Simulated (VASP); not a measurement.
# B in VASP: notebook, part 3 of 3

VASP 6.6.1. The steps go on from the part before.

**4. Single point, PBE**

This run uses another cell than the first one, of 6.72 Å³/atom.

The input, INCAR:

```
PREC     = Accurate       # precision mode
ENCUT    = 520            # plane-wave cutoff, eV
EDIFF    = 1E-7           # SCF threshold, eV
ISMEAR   = 0              # smearing method
SIGMA    = 0.1            # smearing width, eV
LREAL    = F              # projectors in reciprocal space
LASPH    = T              # aspherical terms in the spheres
NELM     = 60             # most SCF steps
ALGO     = Normal         # electronic algorithm
ISIF     = 2              # what is computed and relaxed
LWAVE    = F              # write WAVECAR
LCHARG   = T              # write CHGCAR
GGA      = PE             # functional
LELF     = T              # ELF
LVHAR    = T            
NBANDS   = 22             # bands
```

The input, KPOINTS:

```
Automatic mesh
0
Gamma
  8 8 6
```

The input, POSCAR:

```
B
1.0
    1.9523427355     -3.1607138899     -0.0000181036
    1.5499181991      2.8672515813     -0.0050265799
    0.0077189974      0.0052605129      5.1251576441
B
8
Direct
    0.2499419567      0.2499848966      0.1692750280
    0.2500286681      0.7500207735      0.3307274301
    0.7499473728      0.2499781415      0.1692693064
    0.7500209625      0.7500129933      0.3307283444
    0.2500314838      0.2500050151      0.8307324302
    0.2500136447      0.7500116537      0.6692681032
    0.7500190030      0.2499926413      0.8307224880
    0.7499969084      0.7499938850      0.6692768697
```

Potentials or basis: VASP PAW PBE potentials, release 64 (B).

Run with:

```console
cat potpaw_PBE.64/B/POTCAR > POTCAR
mpirun -np 1 vasp_std > vasp.out
```

OUTCAR:

```text
PREC = Accurate
   ENCUT = 520
   EDIFF = 1E-7
   ISMEAR = 0
   LREAL = F
   LASPH = T
   NELM = 60
   ISIF = 2
   GGA = PE

 ion  position               nearest neighbor table
   1  0.250  0.250  0.169-   5 1.74   2 1.83   2 1.83   3 1.86   3 1.86   4 1.94   4 1.94
   2  0.250  0.750  0.331-   6 1.74   1 1.83   1 1.83   4 1.86   4 1.86   3 1.94   3 1.94
   3  0.750  0.250  0.169-   7 1.74   4 1.83   4 1.83   1 1.86   1 1.86   2 1.94   2 1.94
   4  0.750  0.750  0.331-   8 1.74   3 1.83   3 1.83   2 1.86   2 1.86   1 1.94   1 1.94
   5  0.250  0.250  0.831-   1 1.74   6 1.83   6 1.83   7 1.86   7 1.86   8 1.94   8 1.94
   6  0.250  0.750  0.669-   2 1.74   5 1.83   5 1.83   8 1.86   8 1.86   7 1.94   7 1.94
   7  0.750  0.250  0.831-   3 1.74   8 1.83   8 1.83   5 1.86   5 1.86   6 1.94   6 1.94
   8  0.750  0.750  0.669-   4 1.74   7 1.83   7 1.83   6 1.86   6 1.86   5 1.94   5 1.94

  LATTYP: Found a triclinic cell.
 ALAT       =     3.7150712579
 B/A-ratio  =     0.9460216880
 C/A-ratio  =     1.3795606600
 COS(alpha) =     0.0000202424
 COS(beta)  =     0.0000866387
 COS(gamma) =     0.5947237101

  Lattice vectors:

 A1 = (  -1.9523427355,   3.1607138899,   0.0000181036)
 A2 = (  -3.5022609346,   0.2934623086,   0.0050446835)
 A3 = (   0.0077189974,   0.0052605129,   5.1251576441)

Analysis of symmetry for initial positions (statically):
=====================================================================
 Subroutine PRICEL returns:
 Original cell was already a primitive cell.

 Routine SETGRP: Setting up the symmetry group for a
 triclinic supercell.

 Subroutine GETGRP returns: Found  1 space group operations
 (whereof  1 operations were pure point group operations)
 out of a pool of  2 trial point group operations.

The static configuration has the point symmetry C_1 .

Analysis of symmetry for dynamics (positions and initial velocities):
=====================================================================
 Subroutine PRICEL returns:
 Original cell was already a primitive cell.

 Routine SETGRP: Setting up the symmetry group for a
 triclinic supercell.

 Subroutine GETGRP returns: Found  1 space group operations
 (whereof  1 operations were pure point group operations)
 out of a pool of  2 trial point group operations.

The dynamic configuration has the point symmetry C_1 .

 Subroutine INISYM returns: Found  1 space group operations
 (whereof  1 operations are pure point group operations),
 and found     1 'primitive' translations

----------------------------------------------------------------------------------------

                                     Primitive cell

  volume of cell :      53.7974

  direct lattice vectors                    reciprocal lattice vectors
     1.952342736 -3.160713890 -0.000018104     0.273156884 -0.147657825 -0.000259844
     1.549918199  2.867251581 -0.005026580     0.301113862  0.185995156 -0.000644415
     0.007718997  0.005260513  5.125157644     0.000296287  0.000181896  0.195115317

  length of vectors
     3.715071258  3.259356274  5.125166157     0.310511810  0.353926788  0.195115626

  position of ions in fractional coordinates (direct lattice)
     0.249941957  0.249984897  0.169275028
     0.250028668  0.750020773  0.330727430
     0.749947373  0.249978142  0.169269306
     0.750020963  0.750012993  0.330728344
     0.250031484  0.250005015  0.830732430
     0.250013645  0.750011654  0.669268103
     0.750019003  0.249992641  0.830722488
[... 66 lines left out ...]
   k-points           NKPTS =    196   k-points in BZ     NKDIM =    196   number of bands    NBANDS=     22
   number of dos      NEDOS =    301   number of ions     NIONS =      8
   total plane-waves  NPLWV =  26880
   dimension x,y,z NGX =    28 NGY =   24 NGZ =   40
   dimension x,y,z NGXF=    56 NGYF=   48 NGZF=   80
   ions per type =               8
   NGX,Y,Z   is equivalent  to a cutoff of  12.53, 12.24, 12.97 a.u.
   NGXF,Y,Z  is equivalent  to a cutoff of  25.06, 24.48, 25.95 a.u.
 SYSTEM =  unknown system
   PREC   = accura    normal or accurate (medium, high low for compatibility)
   ISTART =      0    job   : 0-new  1-cont  2-samecut
   ICHARG =      2    charge: 1-file 2-atom 10-const
   ISPIN  =      1    spin polarized calculation?
   LNONCOLLINEAR =      F non collinear calculations
   LSORBIT =      F    spin-orbit coupling
   LASPH  =      T    aspherical Exc in radial PAW
   ENCUT  =  520.0 eV  38.22 Ry    6.18 a.u.   6.91  6.06  9.53*2*pi/ulx,y,z
   NELM   =     60;   NELMIN=  2; NELMDL= -5     # of ELM steps
   EDIFF  = 0.1E-06   stopping-criterion for ELM
   LREAL  =      F    real-space projection
   EDIFFG = 0.1E-05   stopping-criterion for IOM
   NSW    =      0    number of steps for IOM
   IBRION =     -1    ionic relax: 0-MD 1-quasi-New 2-CG
   NFREE  =      0    steps in history (QN), initial steepest desc. (CG)
   ISIF   =      2    stress and relaxation
   ISYM   =      2    0-nonsym 1-usesym 2-fastsym
   POTIM  = 0.5000    time-step for ionic-motion
   TEBEG  =    0.0;   TEEND  =   0.0 temperature during run
   PSTRESS=    0.0 pullay stress
   NELECT =      24.0000    total number of electrons
   NUPDOWN=      -1.0000    fix difference up-down
   EMIN   =  10.00;   EMAX   =-10.00  energy-range for DOS
   EFERMI =   0.00;   METHOD = LEGACY
   ISMEAR =     0;   SIGMA  =   0.10  broadening in eV -4-tet -1-fermi 0-gaus
   EFERMI_NEDOS =   21; number of points for ismear=-14 and -15
   IALGO  =     38    algorithm
   IMIX   =      4    mixing-type and parameters
     AMIX     =   0.40;   BMIX     =  1.00
     AMIX_MAG =   1.60;   BMIX_MAG =  1.00
  volume/ion in A,a.u.               =       6.72        45.38
  Fermi-wavevector in a.u.,A,eV,Ry     =   1.250906  2.363870 21.289933  1.564766
  Thomas-Fermi vector in A             =   2.384878
   LORBIT       =      0    0 simple, 1 ext, 2 COOP (PROOUT), +10 PAW based schemes
   GGA     = PE    functional components
   LHFCALC =     F    Hartree Fock is set to
   AEXX    =    0.0000 exact exchange contribution
   IVDW    =     0    specifies the selected vdW correction
   LEPSILON=     F    determine dielectric tensor
   LRPA    =     F    only Hartree local field effects (RPA)
 non-spin polarized calculation
 Gauss-broadening in eV      SIGMA  =   0.10
  energy-cutoff  :      520.00
  volume of cell :       53.80
 maximum number of plane-waves:      1474
   NGX = 13   NGY = 13   NGZ = 19

 number of electron      23.9999999 magnetization

 Free energy of the ion-electron system (eV)
  ---------------------------------------------------
  ext. energy  EPLUGINS =         0.00000000
  ---------------------------------------------------
  free energy    TOTEN  =       -50.57315179 eV

  energy without entropy =      -50.56754333  energy(sigma->0) =      -50.57034756

 E-fermi :   7.5108     XC(G=0): -12.1096

 val. band max:        7.5094445494   @ k =   0.1250   0.2500   0.0000
 cond. band min:       7.5223393827   @ k =   0.2500   0.0000  -0.0000
 fundamental gap:      0.0128948333
 Fermi energy:         7.5108008147

 k-point     1 :       0.0000    0.0000    0.0000
  band No.  band energies     occupation
      1      -9.1062      2.00000
      2      -5.6487      2.00000
      3      -3.4214      2.00000
      4      -0.2420      2.00000
      5       0.9462      2.00000
      6       2.5738      2.00000
[... 589 lines left out ...]
     21      16.3260      0.00000
     22      17.4879      0.00000

 [... further k-points ...]

------------------------ aborting loop because EDIFF is reached ----------------------------------------

  FORCE on cell =-STRESS in cart. coord.  units (eV):
  Direction    XX          YY          ZZ          XY          YZ          ZX
  --------------------------------------------------------------------------------------
  -------------------------------------------------------------------------------------
  Total       -0.0205017     -0.0000023     -0.0052721      0.0211902     -0.0034304     -0.0002730
  in kB       -0.6105735     -0.0000685     -0.1570123      0.6310786     -0.1021617     -0.0081302
  external PRESSURE =      -0.2558848 kB  Pullay stress =       0.0000000 kB

 VOLUME and BASIS-vectors are now :
 -----------------------------------------------------------------------------
  energy-cutoff  :      520.00
  volume of cell :       53.80
      direct lattice vectors                 reciprocal lattice vectors
     1.952342736 -3.160713890 -0.000018104     0.273156884 -0.147657825 -0.000259844
     1.549918199  2.867251581 -0.005026580     0.301113862  0.185995156 -0.000644415
     0.007718997  0.005260513  5.125157644     0.000296287  0.000181896  0.195115317

 POSITION                                       TOTAL-FORCE (eV/Angst)
 -----------------------------------------------------------------------------------
      0.87674     -0.07233      0.86630         0.001033     -0.000555     -0.000032
      1.65317      1.36197      1.69126        -0.000785      0.000006     -0.000140
      1.85291     -1.65273      0.86626         0.000906      0.000227      0.000049
      2.62931     -0.21839      1.69125        -0.000563     -0.000292      0.000106
      0.88205     -0.06908      4.25637        -0.000597      0.000147     -0.000286
      1.65574      1.36377      3.42633        -0.000404      0.000311      0.000371
      1.85817     -1.64943      4.25631        -0.000047     -0.000029      0.000341
      2.63185     -0.21658      3.42637         0.000456      0.000184     -0.000410
 -----------------------------------------------------------------------------------
    total drift:                                0.000000     -0.000000      0.000000

  FREE ENERGIE OF THE ION-ELECTRON SYSTEM (eV)
  ---------------------------------------------------
  free  energy   TOTEN  =       -50.5731517862 eV

  energy  without entropy=      -50.5675433267  energy(sigma->0) =      -50.57034756
```

Wall time 2.1 min (1 thread of AMD EPYC 9R45 (Zen 5), shared host); peak memory 0.25 GiB.

What came out:

```
Free energy            : -50.5732 eV
Pressure               : 0.0 GPa
Band gap on the k mesh : zero (bands 12 and 13 overlap by 1.47 eV)
```

**5. Overview**

```csv
cell,k mesh,gap on the mesh (eV),pressure (GPa)
"a = 4.358, b = 5.185, c = 4.445 Å, angles 53.1, 42.0, 57.0°, 8 atoms, atomic positions A",8 × 8 × 8,none,0.0
"a = 3.157, b = 3.157, c = 3.246 Å, angles 92.1, 92.1, 54.8°, 4 atoms, atomic positions B",18 × 18 × 14,none,0.0
"a = 3.715, b = 3.259, c = 5.125 Å, angles 90.0, 90.0, 119.9°, 8 atoms, atomic positions C",8 × 8 × 6,none,0.0
```

Alike in all rows: task single point; level PBE; potentials or basis VASP PAW PBE potentials, release 64 (B); no spin polarisation; cutoff (eV) 520; smearing gaussian 0.1 eV.

Absolute energies hang on the potentials; compare differences alone.
